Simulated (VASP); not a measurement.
Set up this calculation in VASP 6.6.1, as the native input.

```yaml
Task: single point
Functional: PBE
Potentials_or_basis: VASP PAW PBE potentials, release 64 (Si, Mg)
Cutoff: 600 eV
k_mesh: 6 × 6 × 6
Occupations: gaussian, width 0.01 eV
Spin: no spin polarisation
Dipole_correction: no
Further_INCAR_settings: ALGO = Normal; EDIFF = 1e-06; NBANDS = 11
```

The structure of Mg2Si lies in POSCAR:

```
Mg2Si
1.0
    0.0000000000      3.1813252071      3.1813252071
    3.1813252071      0.0000000000      3.1813252071
    3.1813252071      3.1813252071      0.0000000000
Si Mg
1 2
Direct
    0.0000000000      0.0000000000      0.0000000000
    0.2500000000      0.2500000000      0.2500000000
    0.7500000000      0.7500000000      0.7500000000
```

One way to write it, as run:

INCAR

```
ALGO = Normal
EDIFF = 1E-6
ENCUT = 600
GGA = PE
GGA_COMPAT = F
ISIF = 2
ISMEAR = 0
LASPH = T
LCHARG = T
LELF = T
LREAL = F
LVHAR = T
LWAVE = F
NBANDS = 11
NELM = 120
PREC = Accurate
SIGMA = 0.01
```

KPOINTS

```
k-points
0
Gamma
  6 6 6
```

Potentials or basis: VASP PAW PBE potentials, release 64 (Si, Mg).

Launch:

```sh
$ cat potpaw_PBE.64/Si/POTCAR potpaw_PBE.64/Mg/POTCAR > POTCAR
$ mpirun -np 1 vasp_std > vasp.out
```

Results of the run:

The pressure is -0.1 GPa. The band gap on the k mesh is 0.21 eV (least direct gap 1.84 eV).

Caveat: the structure was generated, so it needn't be the stable form of Mg2Si; semilocal functionals underestimate gaps, and a narrow one can read as zero.

Run time: 30 s on 1 thread of Intel Xeon 8259CL, with other jobs on the host, peak memory 0.21 GiB.
